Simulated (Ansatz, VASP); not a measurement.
# Ta: VASP beside Ansatz

The input INCAR:

```
SYSTEM = Ta
ALGO = Normal
EDIFF = 1E-6
EDIFFG = -0.001
ENCUT = 600
GGA = CA
IBRION = 2
ISIF = 3
ISMEAR = -1
LASPH = .True.
LCHARG = .False.
LREAL = .False.
LWAVE = .False.
NELM = 60
NSW = 80
PREC = Accurate
SIGMA = 0.15
```

File KPOINTS:

```
k-points
0
Gamma
  26 26 26
  0 0 0
```

File POSCAR:

```
Ta
1.0
   -1.6267481472      1.6267481472      1.6267481472
    1.6267481472     -1.6267481472      1.6267481472
    1.6267481472      1.6267481472     -1.6267481472
Ta
1
Direct
    0.0000000000      0.0000000000      0.0000000000
```

Input for Ansatz:

```yaml
crystal:
  lattice:
    - [-1.6267481472, 1.6267481472, 1.6267481472]
    - [1.6267481472, -1.6267481472, 1.6267481472]
    - [1.6267481472, 1.6267481472, -1.6267481472]
  atoms:
    - { symbol: Ta, position: [0.0, 0.0, 0.0] }
basis:
  ecutwfc: 420
kpoints:
  mp_grid: { grid: [26, 26, 26] }
hamiltonian:
  xc: lda
  pseudopotentials: { kind: paw, azcp: { folder: soft_1 } }
scf:
  occupations: { method: fermi_dirac, width: 0.15 }
output:
  forces: true
  stress: true
  eigenvalues: true
relax:
  adjacent_minimum: "off"
  f_tol: 0.001
  max_steps: 60
  cell: { stress_tol: 0.01 }
```

Alike in both runs: task relaxation of cell and atoms; functional LDA; k mesh 26 × 26 × 26; occupations fermi-dirac, width 0.15 eV; no spin polarisation.

|  | VASP | Ansatz |
| --- | --- | --- |
| version | VASP 6.6.1 | Ansatz 0.2.0 |
| potentials or method | VASP PAW LDA potentials, release 64 (Ta_pv), cutoff 600 eV | scalar-relativistic, plane waves, PAW |
| valence electrons in the cell | 11 | 13 |

VASP gave:

- gap on the k mesh at the Fermi level, each at its own relaxed structure (eV): none
- relaxed volume (Å³/atom): 17.32
- relaxed cell length with the largest relative difference (Å): 2.823

Q: Which values does Ansatz return?

A: gap on the k mesh at the Fermi level, each at its own relaxed structure (eV): none; relaxed volume (Å³/atom): 17.25; relaxed cell length with the largest relative difference (Å): 2.819.

Ansatz warns that its potentials were made for another functional, while VASP's fit it. LDA's correlation is that of Perdew and Zunger in VASP and of Perdew and Wang (1992) in Ansatz. A gap of «none» marks a metal or a gap that the smearing closes. VASP's potentials hold 11 valence electrons a cell and Ansatz's 13, so a difference there can come from the potentials and not from the codes.

Spin-orbit coupling is off throughout.
